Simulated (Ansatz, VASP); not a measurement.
## Two plane-wave programs on Cu

INCAR

```
PREC = Accurate
ENCUT = 520
EDIFF = 1E-6
ISMEAR = 0
SIGMA = 0.1
LREAL = False
LASPH = True
NELM = 100
ALGO = Normal
ISIF = 2
LWAVE = False
LCHARG = False
GGA = PS
NBANDS = 12
```

KPOINTS

```
Automatic mesh
0
Gamma
  16 16 16
```

File POSCAR:

```
Cu
1.0
   -1.4427933200      1.4427933200      1.3760814500
    1.4427933200     -1.4427933200      1.3760814500
    1.4427933200      1.4427933200     -1.3760814500
Cu
1
Direct
    0.0000000000      0.0000000000      0.0000000000
```

Input for Ansatz:

```yaml
crystal:
  lattice:
    - [-1.44279332, 1.44279332, 1.37608145]
    - [1.44279332, -1.44279332, 1.37608145]
    - [1.44279332, 1.44279332, -1.37608145]
  atoms:
    - { symbol: Cu, position: [0.0, 0.0, 0.0] }
basis:
  ecutwfc: 420
kpoints:
  mp_grid: { grid: [16, 16, 16] }
hamiltonian:
  xc: pbesol
scf:
  occupations: { method: gaussian, width: 0.1 }
output:
  forces: true
  stress: true
  eigenvalues: true
```

Alike in both runs: task single point; functional PBEsol; k mesh 16 × 16 × 16; occupations gaussian, width 0.1 eV; no spin polarisation.

|  | VASP | Ansatz |
| --- | --- | --- |
| version | VASP 6.6.1 | Ansatz 0.2.0 |
| potentials or method | VASP PAW PBE potentials, release 64 (Cu), cutoff 520 eV | scalar-relativistic, plane waves, PAW |
| valence electrons in the cell | 11 | 19 |

|  | VASP | Ansatz | Ansatz less VASP |
| --- | --- | --- | --- |
| gap on the k mesh at the Fermi level (eV) | none | none | - |
| pressure (GPa) | -0.7 | -1.4 | -0.75 |

VASP's potentials were made for PBE, not for PBEsol. A gap of «none» marks a metal or a gap that the smearing closes. VASP's potentials hold 11 valence electrons a cell and Ansatz's 19, so a difference there can come from the potentials and not from the codes.
